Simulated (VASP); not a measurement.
Ti:

```
Ti
1.0
     4.60000    0.00000    0.00000
    -2.30000    3.98372    0.00000
     0.00000    0.00000    2.82000
Ti
3
Direct
  0.00000 0.00000 0.00000
  0.33333 0.66667 0.50000
  0.66667 0.33333 0.50000
```

This isn't the form of Ti at room conditions, which is hcp.

* Program: VASP 6.6.1
* Task: relaxation of cell and atoms
* Functional: LDA
* Potentials or basis: VASP PAW LDA potentials, release 64 (Ti_sv)
* Cutoff: 600 eV
* k mesh: 7 × 7 × 10
* Occupations: methfessel-paxton, width 0.1 eV
* Spin: no spin polarisation

At the start: pressure -9.2 GPa; volume 17.23 Å³/atom.

Where does the relaxation end?

Over 8 steps the energy falls by 44.3 meV/atom and the volume is 15.82 Å³/atom (-8.1 %); space group P6/mmm (No. 191, to 0.1 Å) before and after.

The path:
```tsv
step	energy change (eV)	largest force (eV/Å)	pressure (GPa)	volume (Å³)
1	0.0000	0.0000	-9.21	51.68
2	-0.0570	0.0000	8.84	44.62
3	-0.1310	0.0000	0.02	47.48
4	-0.1310	0.0000	0.24	47.40
5	-0.1327	0.0000	0.18	47.41
6	-0.1327	0.0000	0.17	47.41
7	-0.1328	0.0000	-0.11	47.51
8	-0.1328	0.0000	-0.01	47.47
```

Final structure:
```cif
data_structure
_symmetry_space_group_name_H-M 'P 1'
_symmetry_Int_Tables_number 1
_cell_length_a 4.4477
_cell_length_b 4.4477
_cell_length_c 2.7709
_cell_angle_alpha 90.000
_cell_angle_beta 90.000
_cell_angle_gamma 120.000
_cell_volume 47.47
loop_
_atom_site_label
_atom_site_type_symbol
_atom_site_fract_x
_atom_site_fract_y
_atom_site_fract_z
_atom_site_occupancy
Ti1 Ti 0.00000 0.00000 0.00000 1
Ti2 Ti 0.33333 0.66667 0.50000 1
Ti3 Ti 0.66667 0.33333 0.50000 1
```
